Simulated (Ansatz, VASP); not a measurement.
**GaSi: VASP beside Ansatz**

```
Ga Si
1.0
     1.82541   -4.81636    0.00000
     1.82541    4.81636    0.00000
     0.00000    0.00000    3.62614
Ga Si
2 2
Direct
  0.85400 0.14600 0.75000
  0.14600 0.85400 0.25000
  0.55000 0.45000 0.75000
  0.45000 0.55000 0.25000
```

Alike in both runs: task single point; functional PBE; k mesh 6 × 6 × 6; occupations gaussian, width 0.1 eV; no spin polarisation.

```csv
,VASP,Ansatz
version,VASP 6.6.1,Ansatz 0.2.0
potentials or method,"VASP PAW PBE potentials, release 64 (Ga_d, Si), cutoff 520 eV","scalar-relativistic, plane waves, PAW"
valence electrons in the cell,34,34
```

|  | VASP | Ansatz | Ansatz less VASP |
| --- | --- | --- | --- |
| gap on the k mesh at the Fermi level (eV) | none | none | - |
| pressure (GPa) | 22.1 | 22.2 | +0.04 |
| traceless stress, the component that is largest in VASP (GPa) | 17.40 | 17.53 | +0.128 |
| rms of the force components (eV/Å) | 2.081 | 2.092 | +0.0110 |

Atom by atom the forces differ by 0.012 eV/Å (rms over components). A gap of «none» marks a metal or a gap that the smearing closes.
